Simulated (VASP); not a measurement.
A run of VASP 6.6.1 is set up as follows.

Contents of INCAR:

```
SYSTEM = S
  PREC = Accurate
  ENCUT = 500
  EDIFF = 1E-6
  ISMEAR = 0
  SIGMA = 0.1
  LREAL = .False.
  LASPH = .True.
  NELM = 120
  ALGO = Normal
  ISIF = 2
  LWAVE = .False.
  LCHARG = .False.
  GGA = PE
  NBANDS = 9
  GGA_COMPAT = .False.
```

File KPOINTS:

```
regular mesh
0
Gamma
  18 18 18
  0 0 0
```

Contents of POSCAR:

```
S
1.0
    0.0000000000      1.9571012529      1.9571012529
    1.9571012529      0.0000000000      1.9571012529
    1.9571012529      1.9571012529      0.0000000000
S
1
Direct
    0.0000000000      0.0000000000      0.0000000000
```

Potentials or basis: VASP PAW PBE potentials, release 64 (S).

The run is started by

```sh
$ cat potpaw_PBE.64/S/POTCAR > POTCAR
$ mpirun -np 1 vasp_std > vasp.out
```

(1) Predict the pressure.

(2) Estimate the band gap on the k mesh.

Results:

(1) 4.8 GPa.

(2) zero (bands 3 and 4 overlap by 6.23 eV).

Caveat: the cell stands under pressure.
